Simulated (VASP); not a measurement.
# SrTiO3 (Pm-3m) in VASP: notebook

Runs on SrTiO3. Level: PBEsol. Tasks: single point, relaxation of cell and atoms.

All numbers are computed with VASP 6.6.1; they aren't measurements. Logs are shortened: lines on timing, memory, paths and dates and some standing lists are left out, and cuts for length are marked.

### Step 1. The cell of the first run

Symmetry: Pm-3m, No. 221, cubic system. The conventional cell has a = 3.891 Å, b = 3.891 Å, c = 3.891 Å, α = 90.00°, β = 90.00°, γ = 90.00°. Sr (site symmetry m-3m) has 12 O at 2.75 Å and 8 Ti at 3.37 Å within 3.6 Å. Within 2.6 Å of Ti (site symmetry m-3m) lie 6 O at 1.95 Å. Within 2.6 Å of O (site symmetry 4/mmm) lie 2 Ti at 1.95 Å.

### Step 2. Single point, PBEsol

INCAR

```
SYSTEM = SrTiO3
PREC = Accurate ; ENCUT = 520
EDIFF = 1E-7 ; ISMEAR = -1
SIGMA = 0.1 ; LREAL = .FALSE.
LASPH = .TRUE. ; NELM = 100
ALGO = Normal ; ISIF = 2
LWAVE = .FALSE. ; LCHARG = .FALSE.
GGA = PS ; NBANDS = 28
```

KPOINTS

```
Automatic mesh
0
G
  8 8 8
  0 0 0
```

POSCAR

```
SrTiO3
1.0
    3.8911207726      0.0000000000      0.0000000000
    0.0000000000      3.8911207726      0.0000000000
    0.0000000000      0.0000000000      3.8911207726
Sr Ti O
1 1 3
Direct
    0.5000000000      0.5000000000      0.5000000000
    0.0000000000      0.0000000000      0.0000000000
    0.5000000000      0.0000000000      0.0000000000
    0.0000000000      0.5000000000      0.0000000000
    0.0000000000      0.0000000000      0.5000000000
```

Potentials or basis: VASP PAW PBE potentials, release 64 (Sr_sv, Ti_sv, O).

Launch:

```
$ cat potpaw_PBE.64/Sr_sv/POTCAR potpaw_PBE.64/Ti_sv/POTCAR potpaw_PBE.64/O/POTCAR > POTCAR
$ mpirun -np 1 vasp_std > vasp.out
```

OUTCAR:

```text
SYSTEM = SrTiO3
   PREC = Accurate
   ENCUT = 520
   EDIFF = 1E-7
   ISMEAR = -1
   LREAL = .FALSE.
   LASPH = .TRUE.
   NELM = 100
   ISIF = 2
   GGA = PS

 ion  position               nearest neighbor table
   1  0.500  0.500  0.500-   3 2.75   4 2.75   5 2.75   3 2.75   4 2.75   3 2.75   5 2.75   3 2.75
                             4 2.75   5 2.75   4 2.75   5 2.75   2 3.37   2 3.37   2 3.37   2 3.37
   2  0.000  0.000  0.000-   3 1.95   4 1.95   5 1.95   5 1.95   4 1.95   3 1.95   1 3.37   1 3.37
                             1 3.37   1 3.37   1 3.37   1 3.37   1 3.37   1 3.37
   3  0.500  0.000  0.000-   2 1.95   2 1.95   1 2.75   1 2.75   1 2.75   1 2.75
   4  0.000  0.500  0.000-   2 1.95   2 1.95   1 2.75   1 2.75   1 2.75   1 2.75
   5  0.000  0.000  0.500-   2 1.95   2 1.95   1 2.75   1 2.75   1 2.75   1 2.75

  LATTYP: Found a simple cubic cell.
 ALAT       =     3.8911207726

  Lattice vectors:

 A1 = (   3.8911207726,   0.0000000000,   0.0000000000)
 A2 = (   0.0000000000,   3.8911207726,   0.0000000000)
 A3 = (   0.0000000000,   0.0000000000,   3.8911207726)

Analysis of symmetry for initial positions (statically):
=====================================================================
 Subroutine PRICEL returns:
 Original cell was already a primitive cell.

 Routine SETGRP: Setting up the symmetry group for a
 simple cubic supercell.

 Subroutine GETGRP returns: Found 48 space group operations
 (whereof 48 operations were pure point group operations)
 out of a pool of 48 trial point group operations.

The static configuration has the point symmetry O_h .

Analysis of symmetry for dynamics (positions and initial velocities):
=====================================================================
 Subroutine PRICEL returns:
 Original cell was already a primitive cell.

 Routine SETGRP: Setting up the symmetry group for a
 simple cubic supercell.

 Subroutine GETGRP returns: Found 48 space group operations
 (whereof 48 operations were pure point group operations)
 out of a pool of 48 trial point group operations.

The dynamic configuration has the point symmetry O_h .

 Subroutine INISYM returns: Found 48 space group operations
 (whereof 48 operations are pure point group operations),
 and found     1 'primitive' translations

----------------------------------------------------------------------------------------

                                     Primitive cell

  volume of cell :      58.9148

  direct lattice vectors                    reciprocal lattice vectors
     3.891120773  0.000000000  0.000000000     0.256995364  0.000000000  0.000000000
     0.000000000  3.891120773  0.000000000     0.000000000  0.256995364  0.000000000
     0.000000000  0.000000000  3.891120773     0.000000000  0.000000000  0.256995364

  length of vectors
     3.891120773  3.891120773  3.891120773     0.256995364  0.256995364  0.256995364

  position of ions in fractional coordinates (direct lattice)
     0.500000000  0.500000000  0.500000000
     0.000000000  0.000000000  0.000000000
     0.500000000  0.000000000  0.000000000
     0.000000000  0.500000000  0.000000000
     0.000000000  0.000000000  0.500000000

  ion indices of the primitive-cell ions
   primitive index   ion index
                 1           1
                 2           2
                 3           3
                 4           4
                 5           5

----------------------------------------------------------------------------------------

 KPOINTS: Automatic mesh

Automatic generation of k-mesh.
 Grid dimensions read from file:
 generate k-points for:    8    8    8

 Generating k-lattice:

  Cartesian coordinates                     Fractional coordinates (reciprocal lattice)
     0.032124421  0.000000000  0.000000000     0.125000000  0.000000000  0.000000000
     0.000000000  0.032124421  0.000000000     0.000000000  0.125000000  0.000000000
     0.000000000  0.000000000  0.032124421     0.000000000  0.000000000  0.125000000

  Length of vectors
     0.032124421  0.032124421  0.032124421

  Shift w.r.t. Gamma in fractional coordinates (k-lattice)
     0.000000000  0.000000000  0.000000000

 Subroutine IBZKPT returns following result:
 ===========================================

 Found     35 irreducible k-points:

 Following reciprocal coordinates:
            Coordinates               Weight
  0.000000  0.000000  0.000000      1.000000
  0.125000  0.000000  0.000000      6.000000
  0.250000  0.000000  0.000000      6.000000
  0.375000  0.000000  0.000000      6.000000
  0.500000  0.000000  0.000000      3.000000
  0.125000  0.125000  0.000000     12.000000
[... 16 lines left out ...]
  0.375000  0.375000  0.125000     24.000000
  0.500000  0.375000  0.125000     24.000000
 [... further k-points ...]
   k-points           NKPTS =     35   k-points in BZ     NKDIM =     35   number of bands    NBANDS=     28
   number of dos      NEDOS =    301   number of ions     NIONS =      5
   total plane-waves  NPLWV =  27000
   dimension x,y,z NGX =    30 NGY =   30 NGZ =   30
   dimension x,y,z NGXF=    60 NGYF=   60 NGZF=   60
   ions per type =               1   1   3
   NGX,Y,Z   is equivalent  to a cutoff of  12.82, 12.82, 12.82 a.u.
   NGXF,Y,Z  is equivalent  to a cutoff of  25.63, 25.63, 25.63 a.u.
 SYSTEM =  SrTiO3
   PREC   = accura    normal or accurate (medium, high low for compatibility)
   ISTART =      0    job   : 0-new  1-cont  2-samecut
   ICHARG =      2    charge: 1-file 2-atom 10-const
   ISPIN  =      1    spin polarized calculation?
   LNONCOLLINEAR =      F non collinear calculations
   LSORBIT =      F    spin-orbit coupling
   LASPH  =      T    aspherical Exc in radial PAW
   ENCUT  =  520.0 eV  38.22 Ry    6.18 a.u.   7.23  7.23  7.23*2*pi/ulx,y,z
   NELM   =    100;   NELMIN=  2; NELMDL= -5     # of ELM steps
   EDIFF  = 0.1E-06   stopping-criterion for ELM
   LREAL  =      F    real-space projection
   EDIFFG = 0.1E-05   stopping-criterion for IOM
   NSW    =      0    number of steps for IOM
   IBRION =     -1    ionic relax: 0-MD 1-quasi-New 2-CG
   NFREE  =      0    steps in history (QN), initial steepest desc. (CG)
   ISIF   =      2    stress and relaxation
   ISYM   =      2    0-nonsym 1-usesym 2-fastsym
   POTIM  = 0.5000    time-step for ionic-motion
   TEBEG  =    0.0;   TEEND  =   0.0 temperature during run
   PSTRESS=    0.0 pullay stress
   NELECT =      40.0000    total number of electrons
   NUPDOWN=      -1.0000    fix difference up-down
   EMIN   =  10.00;   EMAX   =-10.00  energy-range for DOS
   EFERMI =   0.00;   METHOD = LEGACY
   ISMEAR =    -1;   SIGMA  =   0.10  broadening in eV -4-tet -1-fermi 0-gaus
   EFERMI_NEDOS =   21; number of points for ismear=-14 and -15
   IALGO  =     38    algorithm
   IMIX   =      4    mixing-type and parameters
     AMIX     =   0.40;   BMIX     =  1.00
     AMIX_MAG =   1.60;   BMIX_MAG =  1.00
  volume/ion in A,a.u.               =      11.78        79.52
  Fermi-wavevector in a.u.,A,eV,Ry     =   1.438865  2.719061 28.168593  2.070333
  Thomas-Fermi vector in A             =   2.557785
   LORBIT       =      0    0 simple, 1 ext, 2 COOP (PROOUT), +10 PAW based schemes
   GGA     = PS    functional components
   LHFCALC =     F    Hartree Fock is set to
   AEXX    =    0.0000 exact exchange contribution
   IVDW    =     0    specifies the selected vdW correction
   LEPSILON=     F    determine dielectric tensor
   LRPA    =     F    only Hartree local field effects (RPA)
 non-spin polarized calculation
  energy-cutoff  :      520.00
  volume of cell :       58.91
 maximum number of plane-waves:      1622
 NGX is ok and might be reduce to    30
   NGX = 15   NGY = 15   NGZ = 15

 number of electron      40.0000013 magnetization

 Free energy of the ion-electron system (eV)
  ---------------------------------------------------
  ext. energy  EPLUGINS =         0.00000000
  ---------------------------------------------------
  free energy    TOTEN  =       -42.01576150 eV

  energy without entropy =      -42.01574027  energy(sigma->0) =      -42.01575088

 E-fermi :   5.0708     XC(G=0): -11.5968

 val. band max:        4.1137192946   @ k =   0.5000   0.5000   0.5000
 cond. band min:       5.9335933043   @ k =   0.0000   0.0000   0.0000
 fundamental gap:      1.8198740098
 Fermi energy:         5.0707900984

 k-point     1 :       0.0000    0.0000    0.0000
  band No.  band energies     occupation
      1     -52.0427      2.00000
      2     -28.4997      2.00000
      3     -28.4120      2.00000
      4     -28.4120      2.00000
      5     -28.4120      2.00000
      6     -13.2852      2.00000
[... 20 lines left out ...]
     27       9.4020      0.00000
     28      10.2271      0.00000

 k-point     2 :       0.1250    0.0000    0.0000
  band No.  band energies     occupation
      1     -52.0424      2.00000
      2     -28.5191      2.00000
      3     -28.4115      2.00000
      4     -28.4115      2.00000
      5     -28.4001      2.00000
      6     -13.2919      2.00000
[... 20 lines left out ...]
     27       9.6889      0.00000
     28      10.6073      0.00000

 k-point     3 :       0.2500    0.0000    0.0000
  band No.  band energies     occupation
      1     -52.0418      2.00000
      2     -28.5573      2.00000
      3     -28.4104      2.00000
      4     -28.4104      2.00000
      5     -28.3797      2.00000
      6     -13.3604      2.00000
[... 20 lines left out ...]
     27      10.3789      0.00000
     28      11.6377      0.00000

 k-point     4 :       0.3750    0.0000    0.0000
  band No.  band energies     occupation
      1     -52.0412      2.00000
      2     -28.5906      2.00000
      3     -28.4092      2.00000
      4     -28.4092      2.00000
      5     -28.3640      2.00000
      6     -13.4710      2.00000
[... 578 lines left out ...]
     27      12.2350      0.00000
     28      12.5441      0.00000

 k-point    23 :       0.3750    0.3750    0.1250
  band No.  band energies     occupation
      1     -52.0395      2.00000
      2     -28.5234      2.00000
      3     -28.4751      2.00000
      4     -28.4200      2.00000
      5     -28.4057      2.00000
      6     -12.8640      2.00000
[... 20 lines left out ...]
     27      12.3129      0.00000
     28      12.7672      0.00000

 k-point    24 :       0.5000    0.3750    0.1250
  band No.  band energies     occupation
      1     -52.0393      2.00000
      2     -28.5161      2.00000
      3     -28.4747      2.00000
      4     -28.4231      2.00000
      5     -28.4175      2.00000
      6     -12.7723      2.00000
[... 20 lines left out ...]
     27      12.3679      0.00000
     28      12.8760      0.00000

 [... further k-points ...]

------------------------ aborting loop because EDIFF is reached ----------------------------------------

  FORCE on cell =-STRESS in cart. coord.  units (eV):
  Direction    XX          YY          ZZ          XY          YZ          ZX
  --------------------------------------------------------------------------------------
  -------------------------------------------------------------------------------------
  Total        0.2480650      0.2480650      0.2480650     -0.0000000     -0.0000000      0.0000000
  in kB        6.7460870      6.7460870      6.7460870     -0.0000000     -0.0000000      0.0000000
  external PRESSURE =       6.7460870 kB  Pullay stress =       0.0000000 kB

 VOLUME and BASIS-vectors are now :
 -----------------------------------------------------------------------------
  energy-cutoff  :      520.00
  volume of cell :       58.91
      direct lattice vectors                 reciprocal lattice vectors
     3.891120773  0.000000000  0.000000000     0.256995364  0.000000000  0.000000000
     0.000000000  3.891120773  0.000000000     0.000000000  0.256995364  0.000000000
     0.000000000  0.000000000  3.891120773     0.000000000  0.000000000  0.256995364

 POSITION                                       TOTAL-FORCE (eV/Angst)
 -----------------------------------------------------------------------------------
      1.94556      1.94556      1.94556         0.000000      0.000000      0.000000
      0.00000      0.00000      0.00000         0.000000      0.000000      0.000000
      1.94556      0.00000      0.00000         0.000000      0.000000      0.000000
      0.00000      1.94556      0.00000         0.000000      0.000000      0.000000
      0.00000      0.00000      1.94556         0.000000      0.000000      0.000000
 -----------------------------------------------------------------------------------
    total drift:                                0.000000     -0.000000      0.000000

  FREE ENERGIE OF THE ION-ELECTRON SYSTEM (eV)
  ---------------------------------------------------
  free  energy   TOTEN  =       -42.0157614982 eV

  energy  without entropy=      -42.0157402660  energy(sigma->0) =      -42.01575088
```

Wall time 2.1 min (1 thread of Intel Xeon 8259CL, shared host); peak memory 0.21 GiB.

Results:

* Free energy: -42.0158 eV
* Pressure: 0.7 GPa
* Band gap on the k mesh: 1.82 eV (least direct gap 2.17 eV)

Caveat: the PAW data sets were made with another functional, which shifts forces and pressure a little.

### Step 3. Relaxation of cell and atoms, PBEsol

This run uses another cell than the first one, of 11.91 Å³/atom.

INCAR

```
SYSTEM = SrTiO3
  PREC = Accurate
  ENCUT = 600
  EDIFF = 1E-6
  ISMEAR = -1
  SIGMA = 0.1
  LREAL = .False.
  LASPH = .True.
  NELM = 80
  ALGO = Normal
  ISIF = 3
  LWAVE = .False.
  LCHARG = .False.
  GGA = PS
  IBRION = 2
  NSW = 100
  EDIFFG = -0.002
```

KPOINTS

```
Automatic mesh
0
Gamma
  8 8 8
  0 0 0
```

POSCAR, as its differences from that of step 2:

```diff
@@ -2,5 +2,5 @@
 1.0
-    3.8911207726      0.0000000000      0.0000000000
-    0.0000000000      3.8911207726      0.0000000000
-    0.0000000000      0.0000000000      3.8911207726
+    3.9052800000      0.0000000000      0.0000000000
+    0.0000000000      3.9052800000      0.0000000000
+    0.0000000000      0.0000000000      3.9052800000
 Sr Ti O
```

Potentials or basis: VASP PAW PBE potentials, release 64 (Sr_sv, Ti_sv, O).

Launch:

```
$ cat potpaw_PBE.64/Sr_sv/POTCAR potpaw_PBE.64/Ti_sv/POTCAR potpaw_PBE.64/O/POTCAR > POTCAR
$ mpirun -np 1 vasp_std > vasp.out
```

It took 2.9 min on 1 thread of Intel Xeon 8259CL, shared host; peak memory 0.23 GiB.

It converged, with:

- Free energy: -42.0233 eV
- Relaxed volume: 11.82 Å³/atom
- Relaxed cell: a = 3.895 Å, b = 3.895 Å, c = 3.895 Å, α = 90.00°, β = 90.00°, γ = 90.00°
- Space group after relaxing (to 0.1 Å): Pm-3m (No. 221)
- Energy gained by relaxing: 0.5 meV/atom
- Ionic steps: 3
- Pressure after relaxing: 0.0 GPa
- Band gap on the k mesh: 1.82 eV (least direct gap 2.17 eV)

Step by step:
| step | energy change (eV) | largest force (eV/Å) | pressure (GPa) | volume (Å³) |
| --- | --- | --- | --- | --- |
| 1 | 0.0000 | 0.0000 | -1.52 | 59.56 |
| 2 | 0.0001 | 0.0000 | 1.55 | 58.59 |
| 3 | -0.0023 | 0.0000 | -0.01 | 59.08 |

Final structure:
```cif
data_structure
_symmetry_space_group_name_H-M 'P 1'
_symmetry_Int_Tables_number 1
_cell_length_a 3.8947
_cell_length_b 3.8947
_cell_length_c 3.8947
_cell_angle_alpha 90.000
_cell_angle_beta 90.000
_cell_angle_gamma 90.000
_cell_volume 59.08
loop_
_atom_site_label
_atom_site_type_symbol
_atom_site_fract_x
_atom_site_fract_y
_atom_site_fract_z
_atom_site_occupancy
Sr1 Sr 0.50000 0.50000 0.50000 1
Ti1 Ti 0.00000 0.00000 0.00000 1
O1 O 0.50000 0.00000 0.00000 1
O2 O 0.00000 0.50000 0.00000 1
O3 O 0.00000 0.00000 0.50000 1
```

Levels at points of the mesh, in eV from the valence-band top:
```
           k point  band 16  band 17  band 18  band 19  band 20  band 21  band 22  band 23  band 24
(0.00, 0.00, 0.00)    -1.20    -1.20    -0.35    -0.35    -0.35     1.82     1.82     1.82     4.39
(0.50, 0.00, 0.00)    -2.41    -2.41    -2.06    -0.74    -0.74     2.00     3.82     3.82     4.41
(0.50, 0.50, 0.00)    -2.94    -1.74    -1.60    -1.60    -0.10     3.83     3.83     4.28     5.38
(0.50, 0.50, 0.50)    -3.80    -3.80     0.00     0.00     0.00     4.52     4.52     4.52     6.89
```

Caveat: the PAW data sets were made with another functional, which shifts forces and pressure a little. A k mesh can miss the band edges.
